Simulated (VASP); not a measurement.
# Bi2Te3 (R-3m) in VASP: single point with PBE

Aim: the single point of Bi2Te3 with PBE.

All numbers are computed with VASP 6.6.1; they aren't measurements. Logs are shortened: lines on timing, memory, paths and dates and some standing lists are left out, and cuts for length are marked.

### Step 1. The cell of the first run

Symmetry: R-3m, No. 166, trigonal system. Conventional cell: a = 4.386 Å, b = 4.386 Å, c = 30.497 Å, α = 90.00°, β = 90.00°, γ = 120.00°. Bi (site symmetry 3m) has 6 Te at 3.07 to 3.25 Å within 4.0 Å. Within 4.6 Å of Te (site symmetry -3m) lie 6 Bi at 3.25 Å and 12 Te at 4.39 to 4.54 Å. Within 4.0 Å of Te (site symmetry 3m) lie 3 Bi at 3.07 Å and 3 Te at 3.65 Å.

### Step 2. Single point, PBE

Input file INCAR:

```
SYSTEM = Bi2Te3
PREC     = Accurate       ! precision mode
ENCUT    = 520            ! plane-wave cutoff, eV
EDIFF    = 1E-6           ! SCF threshold, eV
ISMEAR   = 1              ! smearing method
SIGMA    = 0.01           ! smearing width, eV
LREAL    = .False.        ! projectors in reciprocal space
LASPH    = .True.         ! aspherical terms in the spheres
NELM     = 100            ! most SCF steps
ALGO     = Normal         ! electronic algorithm
ISIF     = 2              ! what is computed and relaxed
LWAVE    = .False.        ! write WAVECAR
LCHARG   = .False.        ! write CHGCAR
GGA      = PE             ! functional
NBANDS   = 32             ! bands
```

Input file KPOINTS:

```
regular mesh
0
Gamma
  6 6 6
  0 0 0
```

Input file POSCAR:

```
Bi2Te3
1.0
    2.1929999997      1.2661291402     10.1656666700
   -2.1929999997      1.2661291402     10.1656666700
    0.0000000000     -2.5322582803     10.1656666700
Bi Te
2 3
Direct
    0.3999659906      0.3999659906      0.3999659906
    0.6000340094      0.6000340094      0.6000340094
    0.0000000000      0.0000000000      0.0000000000
    0.2097366693      0.2097366693      0.2097366693
    0.7902633307      0.7902633307      0.7902633307
```

Potentials or basis: VASP PAW PBE potentials, release 64 (Bi_d, Te).

Started as:

```
> cat potpaw_PBE.64/Bi_d/POTCAR potpaw_PBE.64/Te/POTCAR > POTCAR
> mpirun -np 1 vasp_std > vasp.out
```

OUTCAR:

```text
SYSTEM = Bi2Te3
   PREC = Accurate
   ENCUT = 520
   EDIFF = 1E-6
   ISMEAR = 1
   LREAL = .False.
   LASPH = .True.
   NELM = 100
   ISIF = 2
   GGA = PE

 ion  position               nearest neighbor table
   1  0.400  0.400  0.400-   5 3.07   5 3.07   5 3.07   3 3.25   3 3.25   3 3.25
   2  0.600  0.600  0.600-   4 3.07   4 3.07   4 3.07   3 3.25   3 3.25   3 3.25
   3  0.000  0.000  0.000-   2 3.25   2 3.25   1 3.25   1 3.25   2 3.25   1 3.25
   4  0.210  0.210  0.210-   2 3.07   2 3.07   2 3.07   5 3.65   5 3.65   5 3.65
   5  0.790  0.790  0.790-   1 3.07   1 3.07   1 3.07   4 3.65   4 3.65   4 3.65

  LATTYP: Found a trigonal (rhomboedric) cell.
 ALAT       =    10.4763118913
 COS(alpha) =     0.9123624112

  Lattice vectors:

 A1 = (   2.1929999997,   1.2661291402,  10.1656666700)
 A2 = (  -2.1929999997,   1.2661291402,  10.1656666700)
 A3 = (   0.0000000000,  -2.5322582803,  10.1656666700)

Analysis of symmetry for initial positions (statically):
=====================================================================
 Subroutine PRICEL returns:
 Original cell was already a primitive cell.

 Routine SETGRP: Setting up the symmetry group for a
 trigonal (rhombohedral) supercell.

 Subroutine GETGRP returns: Found 12 space group operations
 (whereof 12 operations were pure point group operations)
 out of a pool of 12 trial point group operations.

The static configuration has the point symmetry D_3d.

Analysis of symmetry for dynamics (positions and initial velocities):
=====================================================================
 Subroutine PRICEL returns:
 Original cell was already a primitive cell.

 Routine SETGRP: Setting up the symmetry group for a
 trigonal (rhombohedral) supercell.

 Subroutine GETGRP returns: Found 12 space group operations
 (whereof 12 operations were pure point group operations)
 out of a pool of 12 trial point group operations.

The dynamic configuration has the point symmetry D_3d.

 Subroutine INISYM returns: Found 12 space group operations
 (whereof 12 operations are pure point group operations),
 and found     1 'primitive' translations

----------------------------------------------------------------------------------------

                                     Primitive cell

  volume of cell :     169.3572

  direct lattice vectors                    reciprocal lattice vectors
     2.193000000  1.266129140 10.165666670     0.227998176  0.131634808  0.032790110
    -2.193000000  1.266129140 10.165666670    -0.227998176  0.131634808  0.032790110
     0.000000000 -2.532258280 10.165666670     0.000000000 -0.263269617  0.032790110

  length of vectors
    10.476311891 10.476311891 10.476311891     0.265303755  0.265303755  0.265303755

  position of ions in fractional coordinates (direct lattice)
     0.399965991  0.399965991  0.399965991
     0.600034009  0.600034009  0.600034009
     0.000000000  0.000000000  0.000000000
     0.209736669  0.209736669  0.209736669
     0.790263331  0.790263331  0.790263331

  ion indices of the primitive-cell ions
   primitive index   ion index
                 1           1
                 2           2
                 3           3
                 4           4
                 5           5

----------------------------------------------------------------------------------------

 KPOINTS: regular mesh

Automatic generation of k-mesh.
 Grid dimensions read from file:
 generate k-points for:    6    6    6

 Generating k-lattice:

  Cartesian coordinates                     Fractional coordinates (reciprocal lattice)
     0.037999696  0.021939135  0.005465018     0.166666667 -0.000000000  0.000000000
    -0.037999696  0.021939135  0.005465018    -0.000000000  0.166666667  0.000000000
     0.000000000 -0.043878269  0.005465018     0.000000000  0.000000000  0.166666667

  Length of vectors
     0.044217292  0.044217292  0.044217292

  Shift w.r.t. Gamma in fractional coordinates (k-lattice)
     0.000000000  0.000000000  0.000000000

 Subroutine IBZKPT returns following result:
 ===========================================

 Found     32 irreducible k-points:

 Following reciprocal coordinates:
            Coordinates               Weight
  0.000000  0.000000  0.000000      1.000000
  0.166667  0.000000  0.000000      6.000000
  0.333333  0.000000  0.000000      6.000000
  0.500000  0.000000  0.000000      3.000000
  0.166667  0.166667  0.000000      6.000000
  0.333333  0.166667  0.000000     12.000000
[... 16 lines left out ...]
  0.500000  0.500000  0.166667      6.000000
 -0.333333  0.500000  0.166667     12.000000
 [... further k-points ...]
   k-points           NKPTS =     32   k-points in BZ     NKDIM =     32   number of bands    NBANDS=     32
   number of dos      NEDOS =    301   number of ions     NIONS =      5
   total plane-waves  NPLWV = 512000
   dimension x,y,z NGX =    80 NGY =   80 NGZ =   80
   dimension x,y,z NGXF=   160 NGYF=  160 NGZF=  160
   ions per type =               2   3
   NGX,Y,Z   is equivalent  to a cutoff of  12.69, 12.69, 12.69 a.u.
   NGXF,Y,Z  is equivalent  to a cutoff of  25.39, 25.39, 25.39 a.u.
 SYSTEM =  Bi2Te3
   PREC   = accura    normal or accurate (medium, high low for compatibility)
   ISTART =      0    job   : 0-new  1-cont  2-samecut
   ICHARG =      2    charge: 1-file 2-atom 10-const
   ISPIN  =      1    spin polarized calculation?
   LNONCOLLINEAR =      F non collinear calculations
   LSORBIT =      F    spin-orbit coupling
   LASPH  =      T    aspherical Exc in radial PAW
   ENCUT  =  520.0 eV  38.22 Ry    6.18 a.u.  19.48 19.48 19.48*2*pi/ulx,y,z
   NELM   =    100;   NELMIN=  2; NELMDL= -5     # of ELM steps
   EDIFF  = 0.1E-05   stopping-criterion for ELM
   LREAL  =      F    real-space projection
   EDIFFG = 0.1E-04   stopping-criterion for IOM
   NSW    =      0    number of steps for IOM
   IBRION =     -1    ionic relax: 0-MD 1-quasi-New 2-CG
   NFREE  =      0    steps in history (QN), initial steepest desc. (CG)
   ISIF   =      2    stress and relaxation
   ISYM   =      2    0-nonsym 1-usesym 2-fastsym
   POTIM  = 0.5000    time-step for ionic-motion
   TEBEG  =    0.0;   TEEND  =   0.0 temperature during run
   PSTRESS=    0.0 pullay stress
   NELECT =      48.0000    total number of electrons
   NUPDOWN=      -1.0000    fix difference up-down
   EMIN   =  10.00;   EMAX   =-10.00  energy-range for DOS
   EFERMI =   0.00;   METHOD = LEGACY
   ISMEAR =     1;   SIGMA  =   0.01  broadening in eV -4-tet -1-fermi 0-gaus
   EFERMI_NEDOS =   21; number of points for ismear=-14 and -15
   IALGO  =     38    algorithm
   IMIX   =      4    mixing-type and parameters
     AMIX     =   0.40;   BMIX     =  1.00
     AMIX_MAG =   1.60;   BMIX_MAG =  1.00
  volume/ion in A,a.u.               =      33.87       228.58
  Fermi-wavevector in a.u.,A,eV,Ry     =   1.075360  2.032136 15.733774  1.156400
  Thomas-Fermi vector in A             =   2.211215
   LORBIT       =      0    0 simple, 1 ext, 2 COOP (PROOUT), +10 PAW based schemes
   GGA     = PE    functional components
   LHFCALC =     F    Hartree Fock is set to
   AEXX    =    0.0000 exact exchange contribution
   IVDW    =     0    specifies the selected vdW correction
   LEPSILON=     F    determine dielectric tensor
   LRPA    =     F    only Hartree local field effects (RPA)
 non-spin polarized calculation
 Methfessel and Paxton  Order N= 1 SIGMA  =   0.01
  energy-cutoff  :      520.00
  volume of cell :      169.36
 maximum number of plane-waves:      4580
 NGX is ok and might be reduce to    80
   NGX = 39   NGY = 39   NGZ = 39

 number of electron      48.0000004 magnetization

 Free energy of the ion-electron system (eV)
  ---------------------------------------------------
  ext. energy  EPLUGINS =         0.00000000
  ---------------------------------------------------
  free energy    TOTEN  =       -18.33548992 eV

  energy without entropy =      -18.33549260  energy(sigma->0) =      -18.33549081

 E-fermi :   6.2269     XC(G=0):  -9.3274

 val. band max:        6.2184477749   @ k =   0.0000   0.0000   0.0000
 cond. band min:       6.4985622043   @ k =   0.0000   0.0000   0.0000
 fundamental gap:      0.2801144294
 Fermi energy:         6.2268665972

 k-point     1 :       0.0000    0.0000    0.0000
  band No.  band energies     occupation
      1     -16.9975      2.00000
      2     -16.9975      2.00000
      3     -16.9961      2.00000
      4     -16.9961      2.00000
      5     -16.9886      2.00000
      6     -16.9872      2.00000
[... 24 lines left out ...]
     31      11.0387      0.00000
     32      11.5759      0.00000

 k-point     2 :       0.1667    0.0000    0.0000
  band No.  band energies     occupation
      1     -16.9996      2.00000
      2     -16.9979      2.00000
      3     -16.9948      2.00000
      4     -16.9934      2.00000
      5     -16.9873      2.00000
      6     -16.9860      2.00000
[... 24 lines left out ...]
     31      10.3616      0.00000
     32      11.2230      0.00000

 k-point     3 :       0.3333    0.0000    0.0000
  band No.  band energies     occupation
      1     -17.0048      2.00000
      2     -17.0024      2.00000
      3     -16.9919      2.00000
      4     -16.9899      2.00000
      5     -16.9897      2.00000
      6     -16.9875      2.00000
[... 24 lines left out ...]
     31      10.3507      0.00000
     32      11.3860      0.00000

 k-point     4 :       0.5000    0.0000    0.0000
  band No.  band energies     occupation
      1     -17.0076      2.00000
      2     -17.0048      2.00000
      3     -16.9917      2.00000
      4     -16.9909      2.00000
      5     -16.9890      2.00000
      6     -16.9887      2.00000
[... 24 lines left out ...]
     31       9.8273      0.00000
     32      11.0365      0.00000

 k-point     5 :       0.1667    0.1667    0.0000
  band No.  band energies     occupation
      1     -16.9996      2.00000
      2     -16.9979      2.00000
      3     -16.9948      2.00000
      4     -16.9934      2.00000
      5     -16.9874      2.00000
      6     -16.9859      2.00000
[... 584 lines left out ...]
     31      10.8370      0.00000
     32      11.0300      0.00000

 k-point    22 :      -0.1667    0.3333    0.1667
  band No.  band energies     occupation
      1     -17.0042      2.00000
      2     -17.0021      2.00000
      3     -16.9938      2.00000
      4     -16.9912      2.00000
      5     -16.9886      2.00000
      6     -16.9868      2.00000
[... 24 lines left out ...]
     31      10.1869      0.00000
     32      12.0056      0.00000

 k-point    23 :       0.5000    0.5000    0.1667
  band No.  band energies     occupation
      1     -17.0047      2.00000
      2     -17.0024      2.00000
      3     -16.9919      2.00000
      4     -16.9898      2.00000
      5     -16.9897      2.00000
      6     -16.9875      2.00000
[... 24 lines left out ...]
     31      10.3074      0.00000
     32      11.1916      0.00000

 k-point    24 :      -0.3333    0.5000    0.1667
  band No.  band energies     occupation
      1     -17.0042      2.00000
      2     -17.0021      2.00000
      3     -16.9938      2.00000
      4     -16.9911      2.00000
      5     -16.9886      2.00000
      6     -16.9868      2.00000
[... 24 lines left out ...]
     31      10.9079      0.00000
     32      11.5269      0.00000

 [... further k-points ...]

------------------------ aborting loop because EDIFF is reached ----------------------------------------

  FORCE on cell =-STRESS in cart. coord.  units (eV):
  Direction    XX          YY          ZZ          XY          YZ          ZX
  --------------------------------------------------------------------------------------
  -------------------------------------------------------------------------------------
  Total        2.1208979      2.1208979      1.9896221      0.0000000      0.0000000      0.0000000
  in kB       20.0644193     20.0644193     18.8225052      0.0000000      0.0000000      0.0000000
  external PRESSURE =      19.6504479 kB  Pullay stress =       0.0000000 kB

 VOLUME and BASIS-vectors are now :
 -----------------------------------------------------------------------------
  energy-cutoff  :      520.00
  volume of cell :      169.36
      direct lattice vectors                 reciprocal lattice vectors
     2.193000000  1.266129140 10.165666670     0.227998176  0.131634808  0.032790110
    -2.193000000  1.266129140 10.165666670    -0.227998176  0.131634808  0.032790110
     0.000000000 -2.532258280 10.165666670     0.000000000 -0.263269617  0.032790110

 POSITION                                       TOTAL-FORCE (eV/Angst)
 -----------------------------------------------------------------------------------
      0.00000      0.00000     12.19776         0.000000     -0.000000     -0.009571
      0.00000      0.00000     18.29924         0.000000      0.000000      0.009571
      0.00000      0.00000      0.00000         0.000000      0.000000      0.000000
      0.00000      0.00000      6.39634         0.000000     -0.000000     -0.013563
      0.00000      0.00000     24.10066         0.000000      0.000000      0.013563
 -----------------------------------------------------------------------------------
    total drift:                                0.000000      0.000000     -0.000000

  FREE ENERGIE OF THE ION-ELECTRON SYSTEM (eV)
  ---------------------------------------------------
  free  energy   TOTEN  =       -18.3354899178 eV

  energy  without entropy=      -18.3354926021  energy(sigma->0) =      -18.33549081
```

Run time: 11 min. Hardware: 1 thread of AMD EPYC 7R13 (Zen 3), shared host; peak memory 0.93 GiB.

What came out:

| Quantity | Value |
| --- | --- |
| Free energy | -18.3355 eV |
| Pressure | 2.0 GPa |
| Largest force | 0.014 eV/Å |
| Band gap on the k mesh | 0.28 eV |

Forces on the atoms (eV/Å):
```
Bi   0.000  0.000 -0.010
Bi   0.000  0.000  0.010
Te   0.000  0.000  0.000
Te   0.000  0.000 -0.014
Te   0.000  0.000  0.014
```

Caveat: spin-orbit coupling is left out, which moves the levels of the heavy elements.
